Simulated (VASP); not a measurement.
# Be (P4_2/mnm) in VASP: further runs, part 2 of 3

VASP 6.6.1. Earlier steps stand in the parts before.

## 4. Electric field gradients, PBEsol (volume scaled by 0.99)

File INCAR:

```
SYSTEM = Be
PREC = Accurate
ENCUT = 520
EDIFF = 1E-8
ISMEAR = -1
SIGMA = 0.05
LREAL = .False.
LASPH = .True.
NELM = 80
ALGO = Normal
ISIF = 2
LWAVE = .False.
LCHARG = .False.
GGA = PS
LEFG = .True.
NBANDS = 12
```

File KPOINTS:

```
Automatic mesh
0
Gamma
  9 9 14
  0 0 0
```

File POSCAR:

```
Be
1.0
    3.7342827559      0.0000000000      0.0000000000
    0.0000000000      3.7342827559      0.0000000000
    0.0000000000      0.0000000000      2.2736502440
Be
4
Direct
    0.2974080000      0.2974080000      0.0000000000
    0.7025920000      0.7025920000      0.0000000000
    0.2025920000      0.7974080000      0.5000000000
    0.7974080000      0.2025920000      0.5000000000
```

Potentials or basis: VASP PAW PBE potentials, release 64 (Be).

Started as:

```sh
> cat potpaw_PBE.64/Be/POTCAR > POTCAR
> mpirun -np 1 vasp_std > vasp.out
```

OUTCAR:

```text
SYSTEM = Be
   PREC = Accurate
   ENCUT = 520
   EDIFF = 1E-8
   ISMEAR = -1
   LREAL = .False.
   LASPH = .True.
   NELM = 80
   ISIF = 2
   GGA = PS

 ion  position               nearest neighbor table
   1  0.297  0.297  0.000-   2 2.14   3 2.21   4 2.21   3 2.21   4 2.21   3 2.21   3 2.21   4 2.21
                             4 2.21
   2  0.703  0.703  0.000-   1 2.14   3 2.21   4 2.21   3 2.21   4 2.21   4 2.21   4 2.21   3 2.21
                             3 2.21
   3  0.203  0.797  0.500-   4 2.14   2 2.21   1 2.21   1 2.21   2 2.21   1 2.21   1 2.21   2 2.21
                             2 2.21
   4  0.797  0.203  0.500-   3 2.14   2 2.21   1 2.21   1 2.21   2 2.21   2 2.21   2 2.21   1 2.21
                             1 2.21

  LATTYP: Found a simple tetragonal cell.
 ALAT       =     3.7342827559
 C/A-ratio  =     0.6088586196

  Lattice vectors:

 A1 = (   3.7342827559,   0.0000000000,   0.0000000000)
 A2 = (   0.0000000000,   3.7342827559,   0.0000000000)
 A3 = (   0.0000000000,   0.0000000000,   2.2736502440)

Analysis of symmetry for initial positions (statically):
[... 570 lines left out ...]
      2.62368      2.62368      0.00000         0.006705      0.006705      0.000000
      0.75654      2.97775      1.13683         0.006705     -0.006705      0.000000
      2.97775      0.75654      1.13683        -0.006705      0.006705      0.000000
 -----------------------------------------------------------------------------------
    total drift:                                0.000000      0.000000     -0.000000

  FREE ENERGIE OF THE ION-ELECTRON SYSTEM (eV)
  ---------------------------------------------------
  free  energy   TOTEN  =       -15.7752640339 eV

  energy  without entropy=      -15.7706981556  energy(sigma->0) =      -15.77298109

 Electric field gradients (V/A^2)
---------------------------------------------------------------------
 ion       V_xx      V_yy      V_zz      V_xy      V_xz      V_yz
---------------------------------------------------------------------
   1       0.257     0.257    -0.515    -1.475    -0.000     0.000
   2       0.257     0.257    -0.515    -1.475    -0.000    -0.000
   3       0.257     0.257    -0.515     1.475     0.000    -0.000
   4       0.257     0.257    -0.515     1.475     0.000    -0.000
---------------------------------------------------------------------

 Electric field gradients after diagonalization (V/A^2)
 (convention: |V_zz| > |V_xx| > |V_yy|)
----------------------------------------------------------------------
 ion       V_xx      V_yy      V_zz     asymmetry (V_yy - V_xx)/ V_zz
----------------------------------------------------------------------
   1      -1.218    -0.515     1.733       0.406
   2      -1.218    -0.515     1.733       0.406
   3      -1.218    -0.515     1.733       0.406
   4      -1.218    -0.515     1.733       0.406
----------------------------------------------------------------------

           NMR quadrupolar parameters

 Cq : quadrupolar parameter    Cq=e*Q*V_zz/h
 eta: asymmetry parameters     (V_yy - V_xx)/ V_zz
 Q  : nuclear electric quadrupole moment in mb (millibarn)
----------------------------------------------------------------------
 ion       Cq(MHz)       eta       Q (mb)
----------------------------------------------------------------------
   1       0.004       0.406       1.000
   2       0.004       0.406       1.000
   3       0.004       0.406       1.000
   4       0.004       0.406       1.000
----------------------------------------------------------------------
```

Wall time 24 s (1 thread of Intel Xeon Platinum 8259CL at 2.50GHz (Skylake/Cascade Lake), shared host); peak memory 0.15 GiB.

What came out:

| Property | Result |
| --- | --- |
| Free energy | -15.7753 eV |
| Pressure | 0.5 GPa |
| Largest force | 0.009 eV/Å |
| Band gap on the k mesh | zero (band 4 reaches 7.88 eV, above the bottom of band 5 at 5.87 eV) |

Forces on the atoms (eV/Å):
```
Be  -0.007 -0.007  0.000
Be   0.007  0.007  0.000
Be   0.007 -0.007  0.000
Be  -0.007  0.007  0.000
```

Stress tensor (GPa, compression positive):
```
 0.81  0.00  0.00
 0.00  0.81  0.00
 0.00  0.00 -0.25
```

Electric field gradients, principal values (V/Å²):
```csv
atom,least,middle,greatest (by size)
1 Be,-0.515,-1.218,1.733
2 Be,-0.515,-1.218,1.733
3 Be,-0.515,-1.218,1.733
4 Be,-0.515,-1.218,1.733
```

Caveat: without QUAD_EFG the Cq values of the log hold for a quadrupole moment of 1 mb, not for the nuclei; the PAW data sets were made with another functional, which shifts forces and pressure a little.

## 5. Electric field gradients, PBEsol (volume scaled by 1.02)

File INCAR:

```
PREC = Accurate ; ENCUT = 520
EDIFF = 1E-8 ; ISMEAR = -1
SIGMA = 0.05 ; LREAL = F
LASPH = T ; NELM = 60
ALGO = Normal ; ISIF = 2
LWAVE = F ; LCHARG = F
GGA = PS ; LEFG = T
NBANDS = 12
```

File KPOINTS:

```
regular mesh
0
Gamma
  9 9 14
```

File POSCAR:

```
Be
1.0
    3.7716280609      0.0000000000      0.0000000000
    0.0000000000      3.7716280609      0.0000000000
    0.0000000000      0.0000000000      2.2963882549
Be
4
Direct
    0.2974080000      0.2974080000      0.0000000000
    0.7025920000      0.7025920000      0.0000000000
    0.2025920000      0.7974080000      0.5000000000
    0.7974080000      0.2025920000      0.5000000000
```

Potentials or basis: VASP PAW PBE potentials, release 64 (Be).

Started as:

```sh
> cat potpaw_PBE.64/Be/POTCAR > POTCAR
> mpirun -np 1 vasp_std > vasp.out
```

OUTCAR:

```text
PREC = Accurate
   ENCUT = 520
   EDIFF = 1E-8
   ISMEAR = -1
   LREAL = F
   LASPH = T
   NELM = 60
   ISIF = 2
   GGA = PS

 ion  position               nearest neighbor table
   1  0.297  0.297  0.000-   2 2.16   3 2.24   4 2.24   3 2.24   4 2.24   3 2.24   3 2.24   4 2.24
                             4 2.24
   2  0.703  0.703  0.000-   1 2.16   3 2.24   4 2.24   3 2.24   4 2.24   4 2.24   4 2.24   3 2.24
                             3 2.24
   3  0.203  0.797  0.500-   4 2.16   2 2.24   1 2.24   1 2.24   2 2.24   1 2.24   1 2.24   2 2.24
                             2 2.24
   4  0.797  0.203  0.500-   3 2.16   2 2.24   1 2.24   1 2.24   2 2.24   2 2.24   2 2.24   1 2.24
                             1 2.24

  LATTYP: Found a simple tetragonal cell.
 ALAT       =     3.7716280609
 C/A-ratio  =     0.6088586196

  Lattice vectors:

 A1 = (   3.7716280609,   0.0000000000,   0.0000000000)
 A2 = (   0.0000000000,   3.7716280609,   0.0000000000)
 A3 = (   0.0000000000,   0.0000000000,   2.2963882549)

Analysis of symmetry for initial positions (statically):
[... 568 lines left out ...]
      1.12171      1.12171      0.00000         0.005421      0.005421      0.000000
      2.64992      2.64992      0.00000        -0.005421     -0.005421      0.000000
      0.76410      3.00753      1.14819        -0.005421      0.005421      0.000000
      3.00753      0.76410      1.14819         0.005421     -0.005421      0.000000
 -----------------------------------------------------------------------------------
    total drift:                                0.000000      0.000000     -0.000000

  FREE ENERGIE OF THE ION-ELECTRON SYSTEM (eV)
  ---------------------------------------------------
  free  energy   TOTEN  =       -15.7674005016 eV

  energy  without entropy=      -15.7625546391  energy(sigma->0) =      -15.76497757

 Electric field gradients (V/A^2)
---------------------------------------------------------------------
 ion       V_xx      V_yy      V_zz      V_xy      V_xz      V_yz
---------------------------------------------------------------------
   1       0.248     0.248    -0.496    -1.459    -0.000     0.000
   2       0.248     0.248    -0.496    -1.459    -0.000     0.000
   3       0.248     0.248    -0.496     1.459     0.000    -0.000
   4       0.248     0.248    -0.496     1.459     0.000     0.000
---------------------------------------------------------------------

 Electric field gradients after diagonalization (V/A^2)
 (convention: |V_zz| > |V_xx| > |V_yy|)
----------------------------------------------------------------------
 ion       V_xx      V_yy      V_zz     asymmetry (V_yy - V_xx)/ V_zz
----------------------------------------------------------------------
   1      -1.211    -0.496     1.707       0.419
   2      -1.211    -0.496     1.707       0.419
   3      -1.211    -0.496     1.707       0.419
   4      -1.211    -0.496     1.707       0.419
----------------------------------------------------------------------

           NMR quadrupolar parameters

 Cq : quadrupolar parameter    Cq=e*Q*V_zz/h
 eta: asymmetry parameters     (V_yy - V_xx)/ V_zz
 Q  : nuclear electric quadrupole moment in mb (millibarn)
----------------------------------------------------------------------
 ion       Cq(MHz)       eta       Q (mb)
----------------------------------------------------------------------
   1       0.004       0.419       1.000
   2       0.004       0.419       1.000
   3       0.004       0.419       1.000
   4       0.004       0.419       1.000
----------------------------------------------------------------------
```

OSZICAR:

```text
N       E                     dE             d eps       ncg     rms          rms(c)
DAV:   1    -0.119407550732E+01   -0.11941E+01   -0.32880E+03  2880   0.553E+02
DAV:   2    -0.154867444425E+02   -0.14293E+02   -0.13723E+02  3804   0.961E+01
DAV:   3    -0.158382936314E+02   -0.35155E+00   -0.34622E+00  4020   0.103E+01
DAV:   4    -0.158394272250E+02   -0.11336E-02   -0.11333E-02  3504   0.670E-01
DAV:   5    -0.158394306019E+02   -0.33769E-05   -0.33770E-05  3892   0.335E-02    0.175E+00
DAV:   6    -0.157884194682E+02    0.51011E-01   -0.11471E-02  3460   0.750E-01    0.105E+00
DAV:   7    -0.157674387481E+02    0.20981E-01   -0.17349E-02  3452   0.792E-01    0.760E-02
DAV:   8    -0.157674013541E+02    0.37394E-04   -0.64806E-04  3624   0.148E-01    0.116E-02
DAV:   9    -0.157674001989E+02    0.11553E-05   -0.27455E-06  4252   0.112E-02    0.385E-03
DAV:  10    -0.157674004838E+02   -0.28494E-06   -0.87404E-08  3596   0.177E-03    0.556E-04
DAV:  11    -0.157674005034E+02   -0.19599E-07   -0.64926E-09  2748   0.398E-04    0.903E-05
DAV:  12    -0.157674005016E+02    0.17561E-08   -0.53423E-10  2244   0.165E-04
   1 F= -.15767401E+02 E0= -.15764978E+02  d E =-.484586E-02
```

stdout:

```text
POSCAR found type information on POSCAR Be
 POSCAR found :  1 types and       4 ions
 scaLAPACK will be used
 -----------------------------------------------------------------------------
|                                                                             |
|                                                                             |
|     You enforced a specific xc type in the INCAR file but a different       |
|     I HOPE YOU KNOW WHAT YOU ARE DOING!                                     |
|                                                                             |
 -----------------------------------------------------------------------------

 LDA part: xc-table for (Slater+PW92), standard interpolation
 POSCAR, INCAR and KPOINTS ok, starting setup
 FFT: planning ... GRIDC
 FFT: planning ... GRID_SOFT
 FFT: planning ... GRID
 WAVECAR not read
 entering main loop
ion   1

ion   2

ion   3

ion   4
```

Wall time 24 s (1 thread of Intel Xeon Platinum 8259CL at 2.50GHz (Skylake/Cascade Lake), shared host); peak memory 0.16 GiB.

What came out:

* Free energy: -15.7674 eV
* Pressure: -3.0 GPa
* Largest force: 0.008 eV/Å
* Band gap on the k mesh: zero (band 4 reaches 7.63 eV, above the bottom of band 5 at 5.60 eV)

Forces on the atoms (eV/Å):
```
Be   0.005  0.005  0.000
Be  -0.005 -0.005  0.000
Be  -0.005  0.005  0.000
Be   0.005 -0.005  0.000
```

Electric field gradients, principal values (V/Å²):
```tsv
atom	least	middle	greatest (by size)
1 Be	-0.496	-1.211	1.707
2 Be	-0.496	-1.211	1.707
3 Be	-0.496	-1.211	1.707
4 Be	-0.496	-1.211	1.707
```

Caveat: without QUAD_EFG the Cq values of the log hold for a quadrupole moment of 1 mb, not for the nuclei; the PAW data sets were made with another functional, which shifts forces and pressure a little.

## 6. Electric field gradients, PBEsol (volume scaled by 1.06)

File INCAR:

```
SYSTEM = Be
PREC = Accurate ; ENCUT = 520
EDIFF = 1E-8 ; ISMEAR = -1
SIGMA = 0.05 ; LREAL = .False.
LASPH = .True. ; NELM = 60
ALGO = Normal ; ISIF = 2
LWAVE = .False. ; LCHARG = .False.
GGA = PS ; LEFG = .True.
NBANDS = 12
```

File KPOINTS:

```
Automatic mesh
0
Gamma
  9 9 14
  0 0 0
```

File POSCAR:

```
Be
1.0
    3.8202995976      0.0000000000      0.0000000000
    0.0000000000      3.8202995976      0.0000000000
    0.0000000000      0.0000000000      2.3260223395
Be
4
Direct
    0.2974080000      0.2974080000      0.0000000000
    0.7025920000      0.7025920000      0.0000000000
    0.2025920000      0.7974080000      0.5000000000
    0.7974080000      0.2025920000      0.5000000000
```

Potentials or basis: VASP PAW PBE potentials, release 64 (Be).

Started as:

```sh
> cat potpaw_PBE.64/Be/POTCAR > POTCAR
> mpirun -np 1 vasp_std > vasp.out
```

OUTCAR:

```text
SYSTEM = Be
   PREC = Accurate
   ENCUT = 520
   EDIFF = 1E-8
   ISMEAR = -1
   LREAL = .False.
   LASPH = .True.
   NELM = 60
   ISIF = 2
   GGA = PS

 ion  position               nearest neighbor table
   1  0.297  0.297  0.000-   2 2.19   3 2.27   4 2.27   3 2.27   4 2.27   3 2.27   3 2.27   4 2.27
                             4 2.27
   2  0.703  0.703  0.000-   1 2.19   3 2.27   4 2.27   3 2.27   4 2.27   4 2.27   4 2.27   3 2.27
                             3 2.27
   3  0.203  0.797  0.500-   4 2.19   2 2.27   1 2.27   1 2.27   2 2.27   1 2.27   1 2.27   2 2.27
                             2 2.27
   4  0.797  0.203  0.500-   3 2.19   2 2.27   1 2.27   1 2.27   2 2.27   2 2.27   2 2.27   1 2.27
                             1 2.27

[... 596 lines left out ...]
   1       0.236     0.236    -0.473    -1.436    -0.000     0.000
   2       0.236     0.236    -0.473    -1.436    -0.000    -0.000
   3       0.236     0.236    -0.473     1.436     0.000    -0.000
   4       0.236     0.236    -0.473     1.436     0.000    -0.000
---------------------------------------------------------------------

 Electric field gradients after diagonalization (V/A^2)
 (convention: |V_zz| > |V_xx| > |V_yy|)
----------------------------------------------------------------------
 ion       V_xx      V_yy      V_zz     asymmetry (V_yy - V_xx)/ V_zz
----------------------------------------------------------------------
   1      -1.200    -0.473     1.673       0.435
   2      -1.200    -0.473     1.673       0.435
   3      -1.200    -0.473     1.673       0.435
   4      -1.200    -0.473     1.673       0.435
----------------------------------------------------------------------

           NMR quadrupolar parameters

 Cq : quadrupolar parameter    Cq=e*Q*V_zz/h
 eta: asymmetry parameters     (V_yy - V_xx)/ V_zz
 Q  : nuclear electric quadrupole moment in mb (millibarn)
----------------------------------------------------------------------
 ion       Cq(MHz)       eta       Q (mb)
----------------------------------------------------------------------
   1       0.004       0.435       1.000
   2       0.004       0.435       1.000
   3       0.004       0.435       1.000
   4       0.004       0.435       1.000
----------------------------------------------------------------------
```

stdout:

```text
POSCAR found type information on POSCAR Be
 POSCAR found :  1 types and       4 ions
 scaLAPACK will be used
 -----------------------------------------------------------------------------
|                                                                             |
|                                                                             |
|     You enforced a specific xc type in the INCAR file but a different       |
|     I HOPE YOU KNOW WHAT YOU ARE DOING!                                     |
|                                                                             |
 -----------------------------------------------------------------------------

 LDA part: xc-table for (Slater+PW92), standard interpolation
 POSCAR, INCAR and KPOINTS ok, starting setup
 FFT: planning ... GRIDC
 FFT: planning ... GRID_SOFT
 FFT: planning ... GRID
 WAVECAR not read
 entering main loop
ion   1

ion   2

ion   3

ion   4
```

It took 22 s on 1 thread of Intel Xeon Platinum 8259CL at 2.50GHz (Skylake/Cascade Lake), shared host; peak memory 0.16 GiB.

What came out:

| Quantity | Value |
| --- | --- |
| Free energy | -15.7270 eV |
| Pressure | -7.0 GPa |
| Largest force | 0.028 eV/Å |
| Band gap on the k mesh | zero (band 4 reaches 7.32 eV, above the bottom of band 5 at 5.26 eV) |

Forces on the atoms (eV/Å):
```
Be   0.020  0.020  0.000
Be  -0.020 -0.020  0.000
Be  -0.020  0.020  0.000
Be   0.020 -0.020  0.000
```

Electric field gradients, principal values (V/Å²):
```csv
atom,least,middle,greatest (by size)
1 Be,-0.473,-1.200,1.673
2 Be,-0.473,-1.200,1.673
3 Be,-0.473,-1.200,1.673
4 Be,-0.473,-1.200,1.673
```

Caveat: without QUAD_EFG the Cq values of the log hold for a quadrupole moment of 1 mb, not for the nuclei; the PAW data sets were made with another functional, which shifts forces and pressure a little.

(Continued in part 3 of 3.)
